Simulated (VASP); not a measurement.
A run of VASP 6.6.1 is set up as follows.

File INCAR:

```
SYSTEM = CuO
PREC = Accurate
ENCUT = 600
EDIFF = 1E-6
ISMEAR = -1
SIGMA = 0.04
LREAL = .False.
LASPH = .True.
NELM = 120
ALGO = Normal
ISIF = 2
LWAVE = .False.
LCHARG = .False.
GGA = PE
NBANDS = 34
GGA_COMPAT = .False.
```

Contents of KPOINTS:

```
regular mesh
0
Gamma
  4 4 4
  0 0 0
```

Contents of POSCAR:

```
CuO
1.0
    4.1609370000      0.0000000000      0.0000000000
    0.0000000000      4.1609370000      0.0000000000
    0.0000000000      0.0000000000      3.8876430000
Cu O
3 3
Direct
    0.5000000000      0.0000000000      0.5000000000
    0.0000000000      0.5000000000      0.5000000000
    0.0000000000      0.0000000000      0.0000000000
    0.0000000000      0.0000000000      0.5000000000
    0.5000000000      0.0000000000      0.0000000000
    0.0000000000      0.5000000000      0.0000000000
```

Potentials or basis: VASP PAW PBE potentials, release 64 (Cu, O).

Launch:

```sh
$ cat potpaw_PBE.64/Cu/POTCAR potpaw_PBE.64/O/POTCAR > POTCAR
$ mpirun -np 1 vasp_std > vasp.out
```

(1) Estimate the band gap on the k mesh.

(2) What does it give for the pressure?

Answers

(1) zero (an odd number of electrons rules out a gap without spin polarisation).

(2) 2.5 GPa.

Caveat: the k points lie up to 0.40 Å⁻¹ apart, too coarse for converged energies and pressures of a metal; an odd number of electrons without spin polarisation forces a metal; a magnetic or distorted state may lie lower; semilocal functionals often make such compounds metallic where correlation or magnetic order opens a gap, which also shifts bond lengths.
